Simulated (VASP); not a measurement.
TiC, 2 atoms in the cell. It takes space group Fm-3m (No. 225, cubic). Conventional cell: a = 4.261 Å, b = 4.261 Å, c = 4.261 Å, α = 90.00°, β = 90.00°, γ = 90.00°. Within 2.8 Å of Ti (site symmetry m-3m) lie 6 C at 2.13 Å. Within 2.8 Å of C (site symmetry m-3m) lie 6 Ti at 2.13 Å. 

- Program: VASP 6.6.1
- Task: single point
- Functional: LDA
- Potentials or basis: VASP PAW LDA potentials, release 64 (Ti_sv, C)
- Cutoff: 520 eV
- k mesh: 14 × 14 × 14
- Occupations: gaussian, width 0.1 eV
- Spin: no spin polarisation
- Dipole correction: no
- Further INCAR settings: ALGO = Normal; EDIFF = 1e-06; NBANDS = 15

Potentials or basis: VASP PAW LDA potentials, release 64 (Ti_sv, C).

Command:

```sh
$ cat potpaw_LDA.64/Ti_sv/POTCAR potpaw_LDA.64/C/POTCAR > POTCAR
$ mpirun -np 1 vasp_std > vasp.out
```

Hardware: 1 thread of Intel Xeon 8259CL, on a shared host.

Question: Estimate the wall time of this run.

Answer: Wall time 20 s on 1 thread of Intel Xeon 8259CL, on a shared host, peak memory 0.15 GiB. Counts: scf iterations 14, k points 104.
